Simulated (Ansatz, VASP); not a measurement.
**Si4Ni in VASP and in Ansatz**

The input INCAR:

```
PREC = Accurate
ENCUT = 520
EDIFF = 1E-6
ISMEAR = 0
SIGMA = 0.1
LREAL = F
LASPH = T
NELM = 100
ALGO = Normal
ISIF = 2
LWAVE = F
LCHARG = T
LDIPOL = T
IDIPOL = 3
DIPOL = 0.5 0.5 0.500
GGA = PS
LELF = T
LVHAR = T
LVACPOTAV = T
NBANDS = 21
```

KPOINTS

```
Automatic mesh
0
Gamma
  9 9 1
```

The input POSCAR:

```
Si4Ni
1.0
    3.8123023599      0.0000000000      0.0000000000
   -1.9061511800      3.3015506906      0.0000000000
    0.0000000000      0.0000000000     19.6690977635
Si Ni
4 1
Direct
    0.6666666667      0.3333333333      0.3813087967
    0.0000000000      0.0000000000      0.4604362656
    0.3333333333      0.6666666667      0.5395637344
    0.6666666667      0.3333333333      0.6186912033
    0.6666666667      0.3333333333      0.5000000000
```

Input for Ansatz:

```yaml
crystal:
  lattice:
    - [3.8123023599, 0.0, 0.0]
    - [-1.90615118, 3.3015506906, 0.0]
    - [0.0, 0.0, 19.6690977635]
  atoms:
    - { symbol: Si, position: [0.6666666667, 0.3333333333, 0.3813087967] }
    - { symbol: Si, position: [0.0, 0.0, 0.4604362656] }
    - { symbol: Ni, position: [0.6666666667, 0.3333333333, 0.5] }
    - { symbol: Si, position: [0.3333333333, 0.6666666667, 0.5395637344] }
    - { symbol: Si, position: [0.6666666667, 0.3333333333, 0.6186912033] }
basis:
  ecutwfc: 420
kpoints:
  mp_grid: { grid: [9, 9, 1] }
hamiltonian:
  xc: pbesol
scf:
  occupations: { method: gaussian, width: 0.1 }
output:
  forces: true
  stress: true
  eigenvalues: true
  write_density: true
  write_potential: true
  elf: true
  volumetric_format: npy
efield:
  axis: 3
  dipole_correction: true
  ramp_width: 0.04
```

Alike in both runs: task single point; functional PBEsol; k mesh 9 × 9 × 1; occupations gaussian, width 0.1 eV; no spin polarisation.

```csv
,VASP,Ansatz
version,VASP 6.6.1,Ansatz 0.2.0
potentials or method,"VASP PAW PBE potentials, release 64 (Si, Ni), cutoff 520 eV","scalar-relativistic, plane waves, PAW"
valence electrons in the cell,26,34
```

```csv
,VASP,Ansatz,Ansatz less VASP
gap on the k mesh at the Fermi level (eV),none,none,-
rms of the force components (eV/Å),0.456,0.455,-0.0016
"work function, face that differs most (eV)",5.10,5.11,+0.003
```

VASP's potentials were made for PBE, not for PBEsol. A gap of «none» marks a metal or a gap that the smearing closes. VASP's potentials hold 26 valence electrons a cell and Ansatz's 34, so a difference there can come from the potentials and not from the codes. Ansatz's warnings: xc potential rough in thin density.
